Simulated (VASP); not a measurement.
Here is a VASP 6.6.1 calculation.

File INCAR:

```
SYSTEM = CaIrN2
PREC = Accurate ; ENCUT = 600
EDIFF = 1E-6 ; ISMEAR = -1
SIGMA = 0.1 ; LREAL = .FALSE.
LASPH = .TRUE. ; NELM = 120
ALGO = Normal ; ISIF = 2
LWAVE = .FALSE. ; LCHARG = .TRUE.
GGA = PE ; LELF = .TRUE.
LVHAR = .TRUE. ; NBANDS = 22
GGA_COMPAT = .FALSE.
```

The input KPOINTS:

```
regular mesh
0
G
  8 8 8
  0 0 0
```

File POSCAR:

```
CaIrN2
1.0
    1.6916963038      0.9767013150      5.1395723301
   -1.6916963038      0.9767013150      5.1395723301
    0.0000000000     -1.9534026300      5.1395723301
Ca Ir N
1 1 2
Direct
    0.0000000000      0.0000000000      0.0000000000
    0.5000000000      0.5000000000      0.5000000000
    0.7691190000      0.7691190000      0.7691190000
    0.2308810000      0.2308810000      0.2308810000
```

Potentials or basis: VASP PAW PBE potentials, release 64 (Ca_sv, Ir, N).

Run with:

```console
$ cat potpaw_PBE.64/Ca_sv/POTCAR potpaw_PBE.64/Ir/POTCAR potpaw_PBE.64/N/POTCAR > POTCAR
$ mpirun -np 1 vasp_std > vasp.out
```

Task: Estimate the largest force.

Result: 0.353 eV/Å.

Task: Predict the pressure.

Result: -13.9 GPa.

Stress tensor (GPa, compression positive):
```
-15.07   0.00   0.00
  0.00 -15.07   0.00
  0.00   0.00 -11.60
```

Caveat: the cell stands under tension.
